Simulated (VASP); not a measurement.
# Ir (Cmcm) in VASP: further runs

The runs below take Ir through single point, with LDA.

Program: VASP 6.6.1. These are calculated values, not measurements. Logs are shortened: lines on timing, memory, paths and dates and some standing lists are left out, and cuts for length are marked.

### Step 1. The cell of the first run

It takes space group Cmcm (No. 63, orthorhombic). Conventional cell: a = 3.811 Å, b = 3.811 Å, c = 3.811 Å, α = 90.00°, β = 90.00°, γ = 90.00°. Within 3.4 Å of Ir (site symmetry m2m) lie 12 Ir at 2.61 to 2.78 Å.

### Step 2. Single point, LDA (atoms displaced along a vibrational mode)

Contents of INCAR:

```
SYSTEM = Ir
  ALGO = Fast
  EDIFF = 1E-6
  ENCUT = 520
  GGA = CA
  ISIF = 2
  ISMEAR = 0
  LASPH = .TRUE.
  LCHARG = .FALSE.
  LREAL = .FALSE.
  LWAVE = .FALSE.
  NBANDS = 16
  NELM = 100
  PREC = Accurate
  SIGMA = 0.15
```

Contents of KPOINTS:

```
k-points
0
G
  16 16 12
  0 0 0
```

Contents of POSCAR:

```
Ir
1.0
    0.0000000000     -1.9054060557     -1.9054060557
    0.0000000000      1.9054060557     -1.9054060557
    3.8108121114      0.0000000000      0.0000000000
Ir
2
Direct
    0.5151148885      0.4848851115      0.5000000000
   -0.0151148885      0.0151148885      0.0000000000
```

Potentials or basis: VASP PAW LDA potentials, release 64 (Ir).

The run is started by

```sh
cat potpaw_LDA.64/Ir/POTCAR > POTCAR
mpirun -np 1 vasp_std > vasp.out
```

OUTCAR:

```text
SYSTEM = Ir
   EDIFF = 1E-6
   ENCUT = 520
   GGA = CA
   ISIF = 2
   ISMEAR = 0
   LASPH = .TRUE.
   LREAL = .FALSE.
   NELM = 100
   PREC = Accurate

 ion  position               nearest neighbor table
   1  0.515  0.485  0.500-   2 2.61   2 2.61   2 2.70   2 2.70   2 2.70   2 2.70   2 2.78   2 2.78

   2  0.985  0.015  0.000-   1 2.61   1 2.61   1 2.70   1 2.70   1 2.70   1 2.70   1 2.78   1 2.78

  LATTYP: Found a simple tetragonal cell.
 ALAT       =     2.6946510858
 C/A-ratio  =     1.4142135624

  Lattice vectors:

 A1 = (   0.0000000000,  -1.9054060557,  -1.9054060557)
 A2 = (   0.0000000000,   1.9054060557,  -1.9054060557)
 A3 = (   3.8108121114,   0.0000000000,   0.0000000000)

Analysis of symmetry for initial positions (statically):
=====================================================================
 Subroutine PRICEL returns:
 Original cell was already a primitive cell.

 Routine SETGRP: Setting up the symmetry group for a
 simple tetragonal supercell.

 Subroutine GETGRP returns: Found  8 space group operations
 (whereof  4 operations were pure point group operations)
 out of a pool of 16 trial point group operations.

The static configuration has the point symmetry C_2v.
 The point group associated with its full space group is D_2h.

Analysis of symmetry for dynamics (positions and initial velocities):
=====================================================================
 Subroutine PRICEL returns:
 Original cell was already a primitive cell.

 Routine SETGRP: Setting up the symmetry group for a
 simple tetragonal supercell.

 Subroutine GETGRP returns: Found  8 space group operations
 (whereof  4 operations were pure point group operations)
 out of a pool of 16 trial point group operations.

The dynamic configuration has the point symmetry C_2v.
 The point group associated with its full space group is D_2h.

 Subroutine INISYM returns: Found  8 space group operations
 (whereof  4 operations are pure point group operations),
 and found     1 'primitive' translations

----------------------------------------------------------------------------------------

                                     Primitive cell

  volume of cell :      27.6709

  direct lattice vectors                    reciprocal lattice vectors
     0.000000000 -1.905406056 -1.905406056     0.000000000 -0.262411258 -0.262411258
     0.000000000  1.905406056 -1.905406056     0.000000000  0.262411258 -0.262411258
     3.810812111  0.000000000  0.000000000     0.262411258  0.000000000  0.000000000

  length of vectors
[... 72 lines left out ...]
 SYSTEM =  Ir
   PREC   = accura    normal or accurate (medium, high low for compatibility)
   ISTART =      0    job   : 0-new  1-cont  2-samecut
   ICHARG =      2    charge: 1-file 2-atom 10-const
   ISPIN  =      1    spin polarized calculation?
   LNONCOLLINEAR =      F non collinear calculations
   LSORBIT =      F    spin-orbit coupling
   LASPH  =      T    aspherical Exc in radial PAW
   ENCUT  =  520.0 eV  38.22 Ry    6.18 a.u.   5.01  5.01  7.09*2*pi/ulx,y,z
   NELM   =    100;   NELMIN=  2; NELMDL= -5     # of ELM steps
   EDIFF  = 0.1E-05   stopping-criterion for ELM
   LREAL  =      F    real-space projection
[... 7 lines left out ...]
   TEBEG  =    0.0;   TEEND  =   0.0 temperature during run
   PSTRESS=    0.0 pullay stress
   NELECT =      18.0000    total number of electrons
   NUPDOWN=      -1.0000    fix difference up-down
   EMIN   =  10.00;   EMAX   =-10.00  energy-range for DOS
   EFERMI =   0.00;   METHOD = LEGACY
   ISMEAR =     0;   SIGMA  =   0.15  broadening in eV -4-tet -1-fermi 0-gaus
   EFERMI_NEDOS =   21; number of points for ismear=-14 and -15
   IALGO  =     68    algorithm
   IMIX   =      4    mixing-type and parameters
     AMIX     =   0.40;   BMIX     =  1.00
     AMIX_MAG =   1.60;   BMIX_MAG =  1.00
  volume/ion in A,a.u.               =      13.84        93.37
  Fermi-wavevector in a.u.,A,eV,Ry     =   1.418485  2.680548 27.376284  2.012100
  Thomas-Fermi vector in A             =   2.539606
   LORBIT       =      0    0 simple, 1 ext, 2 COOP (PROOUT), +10 PAW based schemes
   GGA     = CA    functional components
   LHFCALC =     F    Hartree Fock is set to
   AEXX    =    0.0000 exact exchange contribution
   IVDW    =     0    specifies the selected vdW correction
   LEPSILON=     F    determine dielectric tensor
   LRPA    =     F    only Hartree local field effects (RPA)
 non-spin polarized calculation
 RMM-DIIS sequential band-by-band and
 Gauss-broadening in eV      SIGMA  =   0.15
  energy-cutoff  :      520.00
  volume of cell :       27.67
 maximum number of plane-waves:       776
   NGX = 11   NGY = 11   NGZ = 15

 number of electron      17.9999999 magnetization

 Free energy of the ion-electron system (eV)
  ---------------------------------------------------
  ext. energy  EPLUGINS =         0.00000000
  ---------------------------------------------------
  free energy    TOTEN  =       -20.59855261 eV

  energy without entropy =      -20.57562321  energy(sigma->0) =      -20.58708791

 E-fermi :  10.6989     XC(G=0): -14.2655

 val. band max:       10.6978069137   @ k =  -0.1250   0.3750   0.3333
 cond. band min:      10.7008018677   @ k =  -0.1875   0.3750   0.1667
 fundamental gap:      0.0029949540
 Fermi energy:        10.6988748851

 k-point     1 :       0.0000    0.0000    0.0000
  band No.  band energies     occupation
      1      -0.6360      2.00000
      2       2.5263      2.00000
      3       3.1134      2.00000
      4       6.6128      2.00000
      5       6.6209      2.00000
      6       6.7006      2.00000
[... 433 lines left out ...]
      3       5.2152      2.00000
      4       5.5569      2.00000
      5       5.5584      2.00000
      6       6.0067      2.00000
[... 8 lines left out ...]
     15      24.8267      0.00000
     16      25.9010      0.00000

 [... further k-points ...]
[... 5 lines left out ...]
  --------------------------------------------------------------------------------------
  -------------------------------------------------------------------------------------
  Total        0.9175366      0.9362860      0.4001155      0.0000000      0.0000000      0.0000000
  in kB       53.1265173     54.2121345     23.1671891      0.0000000      0.0000000      0.0000000
  external PRESSURE =      43.5019470 kB  Pullay stress =       0.0000000 kB

 VOLUME and BASIS-vectors are now :
 -----------------------------------------------------------------------------
  energy-cutoff  :      520.00
  volume of cell :       27.67
      direct lattice vectors                 reciprocal lattice vectors
     0.000000000 -1.905406056 -1.905406056     0.000000000 -0.262411258 -0.262411258
     0.000000000  1.905406056 -1.905406056     0.000000000  0.262411258 -0.262411258
     3.810812111  0.000000000  0.000000000     0.262411258  0.000000000  0.000000000

 POSITION                                       TOTAL-FORCE (eV/Angst)
 -----------------------------------------------------------------------------------
      1.90541     -0.05760     -1.90541         0.000000      0.965857      0.000000
      0.00000     -1.84781     -1.90541         0.000000     -0.965857      0.000000
 -----------------------------------------------------------------------------------
    total drift:                               -0.000000      0.000000     -0.000000

  FREE ENERGIE OF THE ION-ELECTRON SYSTEM (eV)
  ---------------------------------------------------
  free  energy   TOTEN  =       -20.5985526101 eV

  energy  without entropy=      -20.5756232104  energy(sigma->0) =      -20.58708791
```

Run time: 1.8 min. Hardware: 1 thread of AMD EPYC 9R45 (Zen 5), shared host; peak memory 0.25 GiB.

Results:

```yaml
Free_energy: -20.5986 eV
Pressure: 4.4 GPa
Largest_force: 0.966 eV/Å
Band_gap_on_the_k_mesh: zero (bands 9 and 10 overlap by 3.43 eV)
```

Forces in eV/Å, atoms in the order of the input:
```
Ir   0.000  0.966  0.000
Ir   0.000 -0.966  0.000
```

Stress tensor (GPa, compression positive):
```
5.31 0.00 0.00
0.00 5.42 0.00
0.00 0.00 2.32
```

Levels at points of the mesh, in eV from the Fermi level:
```tsv
k point	band 6	band 7	band 8	band 9	band 10	band 11	band 12	band 13
(0.00, 0.00, 0.00)	-4.00	-1.29	-1.17	0.90	1.42	1.55	1.76	10.82
(0.50, 0.00, 0.00)	-4.52	-2.52	-2.39	-1.81	-0.99	2.72	3.26	11.37
(0.50, 0.50, 0.00)	0.92	1.44	1.51	1.54	1.57	1.76	2.18	10.62
(0.00, 0.00, 0.50)	-3.25	-1.91	-1.91	-1.89	-1.89	-0.16	-0.16	17.53
(0.50, 0.00, 0.50)	-4.10	-0.78	-0.78	0.87	0.87	0.99	0.99	7.48
(0.50, 0.50, 0.50)	-5.04	-1.79	-1.79	1.55	1.55	8.16	8.16	9.27
```

Caveat: the cell differs from its parent crystal (atoms displaced along a vibrational mode); the cell stands under pressure; spin-orbit coupling is left out, which moves the levels of the heavy elements.

### Step 3. Single point, LDA (atoms displaced along a vibrational mode)

Contents of INCAR:

```
SYSTEM = Ir
PREC     = Accurate       ! precision mode
ENCUT    = 520            ! plane-wave cutoff, eV
EDIFF    = 1E-6           ! SCF threshold, eV
ISMEAR   = 0              ! smearing method
SIGMA    = 0.15           ! smearing width, eV
LREAL    = .FALSE.        ! projectors in reciprocal space
LASPH    = .TRUE.         ! aspherical terms in the spheres
NELM     = 100            ! most SCF steps
ALGO     = Fast           ! electronic algorithm
ISIF     = 2              ! what is computed and relaxed
LWAVE    = .FALSE.        ! write WAVECAR
LCHARG   = .FALSE.        ! write CHGCAR
NBANDS   = 16             ! bands
```

Contents of KPOINTS:

```
regular mesh
0
G
  16 16 12
  0 0 0
```

Contents of POSCAR:

```
Ir
1.0
    0.0000000000     -1.9054060557     -1.9054060557
    0.0000000000      1.9054060557     -1.9054060557
    3.8108121114      0.0000000000      0.0000000000
Ir
2
Direct
    0.5100765923      0.4899234077      0.5000000000
   -0.0100765923      0.0100765923      0.0000000000
```

Potentials or basis: VASP PAW LDA potentials, release 64 (Ir).

The run is started by

```sh
cat potpaw_LDA.64/Ir/POTCAR > POTCAR
mpirun -np 1 vasp_std > vasp.out
```

OUTCAR:

```text
SYSTEM = Ir
   PREC = Accurate
   ENCUT = 520
   EDIFF = 1E-6
   ISMEAR = 0
   LREAL = .FALSE.
   LASPH = .TRUE.
   NELM = 100
   ISIF = 2

 ion  position               nearest neighbor table
   1  0.510  0.490  0.500-   2 2.64   2 2.64   2 2.70   2 2.70   2 2.70   2 2.70   2 2.75   2 2.75

   2  0.990  0.010  0.000-   1 2.64   1 2.64   1 2.70   1 2.70   1 2.70   1 2.70   1 2.75   1 2.75

  LATTYP: Found a simple tetragonal cell.
 ALAT       =     2.6946510858
 C/A-ratio  =     1.4142135624

  Lattice vectors:

 A1 = (   0.0000000000,  -1.9054060557,  -1.9054060557)
 A2 = (   0.0000000000,   1.9054060557,  -1.9054060557)
 A3 = (   3.8108121114,   0.0000000000,   0.0000000000)

Analysis of symmetry for initial positions (statically):
=====================================================================
 Subroutine PRICEL returns:
 Original cell was already a primitive cell.

 Routine SETGRP: Setting up the symmetry group for a
 simple tetragonal supercell.

 Subroutine GETGRP returns: Found  8 space group operations
 (whereof  4 operations were pure point group operations)
 out of a pool of 16 trial point group operations.

The static configuration has the point symmetry C_2v.
[... 159 lines left out ...]
  ---------------------------------------------------
  free energy    TOTEN  =       -20.62945672 eV

  energy without entropy =      -20.60724420  energy(sigma->0) =      -20.61835046

 E-fermi :  10.6946     XC(G=0): -14.2671

 val. band max:       10.6885876426   @ k =  -0.3125   0.3750   0.4167
 cond. band min:      10.6970405378   @ k =   0.3125   0.1875   0.3333
 fundamental gap:      0.0084528952
 Fermi energy:        10.6946140879

 k-point     1 :       0.0000    0.0000    0.0000
  band No.  band energies     occupation
      1      -0.6380      2.00000
      2       2.5272      2.00000
      3       3.1012      2.00000
      4       6.6353      2.00000
      5       6.6403      2.00000
      6       6.6758      2.00000
[... 433 lines left out ...]
      3       5.2835      2.00000
      4       5.5144      2.00000
      5       5.6392      2.00000
      6       5.9470      2.00000
[... 8 lines left out ...]
     15      25.0041      0.00000
     16      25.7211      0.00000

 [... further k-points ...]
[... 5 lines left out ...]
  --------------------------------------------------------------------------------------
  -------------------------------------------------------------------------------------
  Total        0.6748125      0.6947246      0.4569615      0.0000000      0.0000000      0.0000000
  in kB       39.0724882     40.2254271     26.4586446      0.0000000      0.0000000      0.0000000
  external PRESSURE =      35.2521867 kB  Pullay stress =       0.0000000 kB

 VOLUME and BASIS-vectors are now :
 -----------------------------------------------------------------------------
  energy-cutoff  :      520.00
  volume of cell :       27.67
      direct lattice vectors                 reciprocal lattice vectors
     0.000000000 -1.905406056 -1.905406056     0.000000000 -0.262411258 -0.262411258
     0.000000000  1.905406056 -1.905406056     0.000000000  0.262411258 -0.262411258
     3.810812111  0.000000000  0.000000000     0.262411258  0.000000000  0.000000000

 POSITION                                       TOTAL-FORCE (eV/Angst)
 -----------------------------------------------------------------------------------
      1.90541     -0.03840     -1.90541         0.000000      0.644836      0.000000
      0.00000     -1.86701     -1.90541         0.000000     -0.644836      0.000000
 -----------------------------------------------------------------------------------
    total drift:                               -0.000000     -0.000000      0.000000

  FREE ENERGIE OF THE ION-ELECTRON SYSTEM (eV)
  ---------------------------------------------------
  free  energy   TOTEN  =       -20.6294567250 eV

  energy  without entropy=      -20.6072441989  energy(sigma->0) =      -20.61835046
```

OSZICAR:

```text
N       E                     dE             d eps       ncg     rms          rms(c)
DAV:   1     0.148685838138E+03    0.14869E+03   -0.82657E+03 16416   0.113E+03
DAV:   2    -0.178833551476E+02   -0.16657E+03   -0.15043E+03 16352   0.316E+02
DAV:   3    -0.217947786858E+02   -0.39114E+01   -0.38627E+01 22792   0.590E+01
DAV:   4    -0.218412350929E+02   -0.46456E-01   -0.46444E-01 18656   0.537E+00
DAV:   5    -0.218426013402E+02   -0.13662E-02   -0.13662E-02 22976   0.953E-01    0.237E+01
RMM:   6    -0.208193982891E+02    0.10232E+01   -0.10511E+00 16552   0.114E+01    0.919E+00
RMM:   7    -0.206364015093E+02    0.18300E+00   -0.57504E-01 17249   0.568E+00    0.209E+00
RMM:   8    -0.206400146606E+02   -0.36132E-02   -0.78483E-02 19152   0.308E+00    0.199E+00
RMM:   9    -0.206411567408E+02   -0.11421E-02   -0.21866E-02 19518   0.117E+00    0.127E+00
RMM:  10    -0.206301184283E+02    0.11038E-01   -0.16237E-02 17306   0.178E+00    0.148E+00
RMM:  11    -0.206301735571E+02   -0.55129E-04   -0.14254E-03 19242   0.272E-01    0.989E-01
RMM:  12    -0.206299242096E+02    0.24935E-03   -0.28557E-04 18698   0.194E-01    0.730E-01
RMM:  13    -0.206296722622E+02    0.25195E-03   -0.18244E-04 18457   0.139E-01    0.500E-01
RMM:  14    -0.206294959425E+02    0.17632E-03   -0.23433E-04 18659   0.155E-01    0.221E-01
RMM:  15    -0.206294546173E+02    0.41325E-04   -0.13946E-04 18761   0.103E-01    0.392E-02
RMM:  16    -0.206294563595E+02   -0.17422E-05   -0.30851E-05 19288   0.467E-02    0.329E-02
RMM:  17    -0.206294567250E+02   -0.36548E-06   -0.36326E-06 14174   0.153E-02
   1 F= -.20629457E+02 E0= -.20618350E+02  d E =-.222125E-01
```

Wall time 1.7 min (1 thread of AMD EPYC 9R45 (Zen 5), shared host); peak memory 0.26 GiB.

Results:

- Free energy: -20.6295 eV
- Pressure: 3.5 GPa
- Largest force: 0.645 eV/Å
- Band gap on the k mesh: zero (bands 9 and 10 overlap by 3.47 eV)

Forces in eV/Å, atoms in the order of the input:
```
Ir   0.000  0.645  0.000
Ir   0.000 -0.645  0.000
```

Levels at points of the mesh, in eV from the Fermi level:
```csv
k point,band 7,band 8,band 9,band 10,band 11,band 12
"(0.00, 0.00, 0.00)",-1.24,-1.19,0.92,1.49,1.55,1.76
"(0.50, 0.00, 0.00)",-2.53,-2.44,-1.69,-1.14,2.81,3.17
"(0.50, 0.50, 0.00)",1.50,1.53,1.54,1.56,1.76,1.98
"(0.00, 0.00, 0.50)",-1.93,-1.93,-1.92,-1.92,-0.19,-0.19
"(0.50, 0.00, 0.50)",-0.77,-0.77,0.92,0.92,0.97,0.97
"(0.50, 0.50, 0.50)",-1.82,-1.82,1.55,1.55,8.29,8.29
```

Caveat: the cell differs from its parent crystal (atoms displaced along a vibrational mode); the cell stands under pressure; spin-orbit coupling is left out, which moves the levels of the heavy elements.
